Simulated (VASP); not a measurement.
A run of VASP 6.6.1:

The input INCAR:

```
PREC = Accurate
ENCUT = 520
EDIFF = 1E-6
ISMEAR = 0
SIGMA = 0.01
LREAL = F
LASPH = T
NELM = 80
ALGO = Normal
ISIF = 2
LWAVE = F
LCHARG = F
GGA = PE
NBANDS = 15
```

Contents of KPOINTS:

```
Automatic mesh
0
Gamma
  6 6 6
```

POSCAR

```
BaS
1.0
    0.0000000000      3.2117958744      3.2117958744
    3.2117958744      0.0000000000      3.2117958744
    3.2117958744      3.2117958744      0.0000000000
Ba S
1 1
Direct
    0.0000000000      0.0000000000      0.0000000000
    0.5000000000      0.5000000000      0.5000000000
```

Potentials or basis: VASP PAW PBE potentials, release 64 (Ba_sv, S).

Launch:

```console
$ cat potpaw_PBE.64/Ba_sv/POTCAR potpaw_PBE.64/S/POTCAR > POTCAR
$ mpirun -np 1 vasp_std > vasp.out
```

Hardware: 1 thread of Intel(R) Xeon(R) Platinum 8559C (Emerald Rapids) (shared host).

Estimate the wall time of this run.

Wall time 12 s on 1 thread of Intel(R) Xeon(R) Platinum 8559C (Emerald Rapids) (shared host), peak memory 0.2 GiB. Counts: scf iterations 13, k points 16.
